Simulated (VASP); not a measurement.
# CoO (I4/mmm) in VASP: a series of runs

CoO is run at these levels: PBE; tasks: single point.

Everything below comes from runs of VASP 6.6.1. Logs are shortened: lines on timing, memory, paths and dates and some standing lists are left out, and cuts for length are marked.

## 1. The cell of the first run

It takes space group I4/mmm (No. 139, tetragonal). The conventional cell has a = 3.016 Å, b = 3.016 Å, c = 4.215 Å, α = 90.00°, β = 90.00°, γ = 90.00°. Within 2.8 Å of Co (site symmetry 4/mmm) lie 6 O at 2.11 to 2.13 Å. O (site symmetry 4/mmm) has 6 Co at 2.11 to 2.13 Å within 2.8 Å.

## 2. Single point, PBE, collinear spin, ferromagnetic start

Input file INCAR:

```
ALGO     = Normal         # electronic algorithm
EDIFF    = 1E-6           # SCF threshold, eV
ENCUT    = 1340           # plane-wave cutoff, eV
GGA      = PE             # functional
GGA_COMPAT= False        
ISIF     = 2              # what is computed and relaxed
ISMEAR   = -1             # smearing method
ISPIN    = 2              # spin polarisation
LASPH    = True           # aspherical terms in the spheres
LCHARG   = False          # write CHGCAR
LMAXMIX  = 4              # l up to which the mixer works
LORBIT   = 11             # projections on sites
LREAL    = False          # projectors in reciprocal space
LWAVE    = False          # write WAVECAR
MAGMOM   = 2.5 0          # initial moments
NBANDS   = 22             # bands
NELM     = 200            # most SCF steps
NUPDOWN  = 2.5            # fixed moment
PREC     = Accurate       # precision mode
SIGMA    = 0.05           # smearing width, eV
```

Input file KPOINTS:

```
k-points
0
Gamma
  10 10 10
```

Input file POSCAR:

```
CoO
1.0
   -1.5080004400      1.5080004400      2.1072503600
    1.5080004400     -1.5080004400      2.1072503600
    1.5080004400      1.5080004400     -2.1072503600
Co O
1 1
Direct
    0.0000000000      0.0000000000      0.0000000000
    0.5000000000      0.5000000000      0.0000000000
```

Potentials or basis: VASP PAW PBE potentials, release 64 (Co_sv, O_h).

Started as:

```sh
$ cat potpaw_PBE.64/Co_sv/POTCAR potpaw_PBE.64/O_h/POTCAR > POTCAR
$ mpirun -np 1 vasp_std > vasp.out
```

OUTCAR:

```text
EDIFF = 1E-6
   ENCUT = 1340
   GGA = PE
   ISIF = 2
   ISMEAR = -1
   ISPIN = 2
   LASPH = True
   LORBIT = 11
   LREAL = False
   NELM = 200
   NUPDOWN = 2.5
   PREC = Accurate

 ion  position               nearest neighbor table
   1  0.000  0.000  0.000-
   2  0.500  0.500  0.000-

  LATTYP: Found a body centered tetragonal cell.
 ALAT       =     3.0160008800
 C/A-ratio  =     1.3973804676

  Lattice vectors:

 A1 = (  -1.5080004400,   1.5080004400,   2.1072503600)
 A2 = (   1.5080004400,  -1.5080004400,   2.1072503600)
 A3 = (   1.5080004400,   1.5080004400,  -2.1072503600)

Analysis of symmetry for initial positions (statically):
=====================================================================
 Subroutine PRICEL returns:
 Original cell was already a primitive cell.

 Routine SETGRP: Setting up the symmetry group for a
 body centered tetragonal supercell.

 Subroutine GETGRP returns: Found 16 space group operations
 (whereof 16 operations were pure point group operations)
 out of a pool of 16 trial point group operations.

The static configuration has the point symmetry D_4h.

Analysis of symmetry for dynamics (positions and initial velocities):
=====================================================================
 Subroutine PRICEL returns:
 Original cell was already a primitive cell.

 Routine SETGRP: Setting up the symmetry group for a
 body centered tetragonal supercell.

 Subroutine GETGRP returns: Found 16 space group operations
 (whereof 16 operations were pure point group operations)
 out of a pool of 16 trial point group operations.

The dynamic configuration has the point symmetry D_4h.

Analysis of structural, dynamic, and magnetic symmetry:
=====================================================================
 Subroutine PRICEL returns:
 Original cell was already a primitive cell.

 Routine SETGRP: Setting up the symmetry group for a
 body centered tetragonal supercell.

 Subroutine GETGRP returns: Found 16 space group operations
 (whereof 16 operations were pure point group operations)
 out of a pool of 16 trial point group operations.

The overall configuration has the point symmetry D_4h.

 Subroutine INISYM returns: Found 16 space group operations
 (whereof 16 operations are pure point group operations),
 and found     1 'primitive' translations

----------------------------------------------------------------------------------------

                                     Primitive cell

  volume of cell :      19.1681

  direct lattice vectors                    reciprocal lattice vectors
    -1.508000440  1.508000440  2.107250360     0.000000000  0.331564890  0.237276030
     1.508000440 -1.508000440  2.107250360     0.331564890  0.000000000  0.237276030
     1.508000440  1.508000440 -2.107250360     0.331564890  0.331564890  0.000000000

  length of vectors
     2.998105191  2.998105191  2.998105191     0.407719500  0.407719500  0.468903564

  position of ions in fractional coordinates (direct lattice)
     0.000000000  0.000000000  0.000000000
     0.500000000  0.500000000  0.000000000

  ion indices of the primitive-cell ions
   primitive index   ion index
                 1           1
                 2           2

----------------------------------------------------------------------------------------

 KPOINTS: k-points

Automatic generation of k-mesh.
 Grid dimensions read from file:
 generate k-points for:   10   10   10

 Generating k-lattice:

  Cartesian coordinates                     Fractional coordinates (reciprocal lattice)
     0.000000000  0.033156489  0.023727603     0.100000000  0.000000000  0.000000000
     0.033156489  0.000000000  0.023727603     0.000000000  0.100000000  0.000000000
     0.033156489  0.033156489  0.000000000     0.000000000  0.000000000  0.100000000

  Length of vectors
     0.040771950  0.040771950  0.046890356

  Shift w.r.t. Gamma in fractional coordinates (k-lattice)
     0.000000000  0.000000000  0.000000000

 Subroutine IBZKPT returns following result:
 ===========================================

 Found    102 irreducible k-points:

 Following reciprocal coordinates:
            Coordinates               Weight
  0.000000  0.000000  0.000000      1.000000
  0.100000 -0.000000  0.000000      8.000000
  0.200000 -0.000000  0.000000      8.000000
  0.300000 -0.000000  0.000000      8.000000
  0.400000  0.000000 -0.000000      8.000000
  0.500000  0.000000 -0.000000      4.000000
[... 16 lines left out ...]
  0.300000  0.300000  0.000000      8.000000
  0.400000  0.300000  0.000000     16.000000
 [... further k-points ...]
   k-points           NKPTS =    102   k-points in BZ     NKDIM =    102   number of bands    NBANDS=     22
   number of dos      NEDOS =    301   number of ions     NIONS =      2
   total plane-waves  NPLWV =  46656
   dimension x,y,z NGX =    36 NGY =   36 NGZ =   36
   dimension x,y,z NGXF=    72 NGYF=   72 NGZF=   72
   ions per type =               1   1
   NGX,Y,Z   is equivalent  to a cutoff of  19.96, 19.96, 19.96 a.u.
   NGXF,Y,Z  is equivalent  to a cutoff of  39.92, 39.92, 39.92 a.u.
 SYSTEM =  unknown system
   PREC   = accura    normal or accurate (medium, high low for compatibility)
   ISTART =      0    job   : 0-new  1-cont  2-samecut
   ICHARG =      2    charge: 1-file 2-atom 10-const
   ISPIN  =      2    spin polarized calculation?
   LNONCOLLINEAR =      F non collinear calculations
   LSORBIT =      F    spin-orbit coupling
   LASPH  =      T    aspherical Exc in radial PAW
   ENCUT  = 1340.0 eV  98.49 Ry    9.92 a.u.   8.95  8.95  8.95*2*pi/ulx,y,z
   NELM   =    200;   NELMIN=  2; NELMDL= -5     # of ELM steps
   EDIFF  = 0.1E-05   stopping-criterion for ELM
   LREAL  =      F    real-space projection
[... 7 lines left out ...]
   TEBEG  =    0.0;   TEEND  =   0.0 temperature during run
   PSTRESS=    0.0 pullay stress
   NELECT =      23.0000    total number of electrons
   NUPDOWN=       2.5000    fix difference up-down
   EMIN   =  10.00;   EMAX   =-10.00  energy-range for DOS
   EFERMI =   0.00;   METHOD = LEGACY
   ISMEAR =    -1;   SIGMA  =   0.05  broadening in eV -4-tet -1-fermi 0-gaus
   EFERMI_NEDOS =   21; number of points for ismear=-14 and -15
   IALGO  =     38    algorithm
   IMIX   =      4    mixing-type and parameters
     AMIX     =   0.40;   BMIX     =  1.00
     AMIX_MAG =   1.60;   BMIX_MAG =  1.00
  volume/ion in A,a.u.               =       9.58        64.68
  Fermi-wavevector in a.u.,A,eV,Ry     =   1.739633  3.287431 41.175646  3.026325
  Thomas-Fermi vector in A             =   2.812437
   LORBIT       =     11    0 simple, 1 ext, 2 COOP (PROOUT), +10 PAW based schemes
   GGA     = PE    functional components
   LHFCALC =     F    Hartree Fock is set to
   AEXX    =    0.0000 exact exchange contribution
   IVDW    =     0    specifies the selected vdW correction
   LEPSILON=     F    determine dielectric tensor
   LRPA    =     F    only Hartree local field effects (RPA)
 spin polarized calculation
  energy-cutoff  :     1340.00
  volume of cell :       19.17
 maximum number of plane-waves:      2164
   NGX = 17   NGY = 17   NGZ = 17

 number of electron      22.9999996 magnetization       2.5000000

 Free energy of the ion-electron system (eV)
  ---------------------------------------------------
  ext. energy  EPLUGINS =         0.00000000
  ---------------------------------------------------
  free energy    TOTEN  =       -13.12687128 eV

  energy without entropy =      -13.08649553  energy(sigma->0) =      -13.10668340

 E-fermi :   9.4678     XC(G=0): -12.7430

 val. band max:        9.4627514031   @ k =   0.4000   0.4000   0.0000
 cond. band min:       9.2845357899   @ k =  -0.2000   0.4000   0.1000
 fundamental gap:     -0.1782156132
 Fermi energy:         9.2797613188

 spin component 1

 k-point     1 :       0.0000    0.0000    0.0000
  band No.  band energies     occupation
      1     -87.1189      1.00000
      2     -50.4292      1.00000
      3     -50.3551      1.00000
      4     -50.3551      1.00000
      5     -10.9217      1.00000
      6       6.1547      1.00000
[... 14 lines left out ...]
     21      31.2761      0.00000
     22      34.0738      0.00000

 k-point     2 :       0.1000   -0.0000    0.0000
  band No.  band energies     occupation
      1     -87.1185      1.00000
      2     -50.4308      1.00000
      3     -50.3576      1.00000
      4     -50.3556      1.00000
      5     -10.8179      1.00000
      6       5.2669      1.00000
[... 542 lines left out ...]
 k-point    24 :       0.4000    0.3000    0.0000
  band No.  band energies     occupation
      1     -87.1142      1.00000
      2     -50.4481      1.00000
      3     -50.3823      1.00000
      4     -50.3709      1.00000
      5      -9.5886      1.00000
      6       2.4566      1.00000
[... 14 lines left out ...]
     21      38.1713      0.00000
     22      39.7264      0.00000

 [... further k-points ...]

 spin component 2

 k-point     1 :       0.0000    0.0000    0.0000
  band No.  band energies     occupation
      1     -84.4128      1.00000
      2     -47.7678      1.00000
      3     -47.7211      1.00000
      4     -47.7210      1.00000
      5     -10.5967      1.00000
      6       6.4918      1.00000
[... 14 lines left out ...]
     21      32.1774      0.00000
     22      34.9076      0.00000

 k-point     2 :       0.1000   -0.0000    0.0000
  band No.  band energies     occupation
      1     -84.4124      1.00000
      2     -47.7697      1.00000
      3     -47.7239      1.00000
      4     -47.7217      1.00000
      5     -10.4917      1.00000
      6       5.7367      1.00000
[... 542 lines left out ...]
 k-point    24 :       0.4000    0.3000    0.0000
  band No.  band energies     occupation
      1     -84.4076      1.00000
      2     -47.7905      1.00000
      3     -47.7522      1.00000
      4     -47.7388      1.00000
      5      -9.2245      1.00000
      6       2.8766      1.00000
[... 14 lines left out ...]
     21      38.7002      0.00000
     22      40.3907      0.00000

 [... further k-points ...]

------------------------ aborting loop because EDIFF is reached ----------------------------------------

  FORCE on cell =-STRESS in cart. coord.  units (eV):
  Direction    XX          YY          ZZ          XY          YZ          ZX
  --------------------------------------------------------------------------------------
  -------------------------------------------------------------------------------------
  Total       -0.5255269     -0.5255269     -0.5171547      0.0000000     -0.0000000      0.0000000
  in kB      -43.9264865    -43.9264865    -43.2266949      0.0000000     -0.0000000      0.0000000
  external PRESSURE =     -43.6932227 kB  Pullay stress =       0.0000000 kB

 VOLUME and BASIS-vectors are now :
 -----------------------------------------------------------------------------
  energy-cutoff  :     1340.00
  volume of cell :       19.17
      direct lattice vectors                 reciprocal lattice vectors
    -1.508000440  1.508000440  2.107250360     0.000000000  0.331564890  0.237276030
     1.508000440 -1.508000440  2.107250360     0.331564890  0.000000000  0.237276030
     1.508000440  1.508000440 -2.107250360     0.331564890  0.331564890  0.000000000

 POSITION                                       TOTAL-FORCE (eV/Angst)
 -----------------------------------------------------------------------------------
      0.00000      0.00000      0.00000         0.000000     -0.000000      0.000000
      0.00000      0.00000      2.10725        -0.000000      0.000000     -0.000000
 -----------------------------------------------------------------------------------
    total drift:                                0.000000     -0.000000     -0.000000

  FREE ENERGIE OF THE ION-ELECTRON SYSTEM (eV)
  ---------------------------------------------------
  free  energy   TOTEN  =       -13.1268712775 eV

  energy  without entropy=      -13.0864955251  energy(sigma->0) =      -13.10668340

 total charge

# of ion       s       p       d       tot
------------------------------------------
    1        2.140   6.061   6.702  14.903
    2        1.043   2.292   0.000   3.335
--------------------------------------------------
tot          3.183   8.353   6.702  18.238

 magnetization (x)

# of ion       s       p       d       tot
------------------------------------------
    1        0.014   0.010   2.202   2.225
    2        0.025   0.120   0.000   0.145
--------------------------------------------------
tot          0.038   0.130   2.202   2.370
```

Wall time 7.7 min (1 thread of Intel Xeon Platinum 8488C (Sapphire Rapids), shared host); peak memory 0.42 GiB.

What came out:

| Item | Value |
| --- | --- |
| Free energy | -13.1269 eV |
| Pressure | -4.4 GPa |
| Net moment | 2.50 μB per cell |
| Site moments | Co +2.23; O +0.14 μB |
| Valence electrons inside the program's atomic spheres | Co 14.90; O 3.33 |

Caveat: the cell stands under tension; the total moment is fixed, so each spin has its own Fermi level and the state may be an excited one; a cell with one magnetic atom can't hold antiferromagnetic order, which such compounds often take.

(Continued in part 2 of 2.)
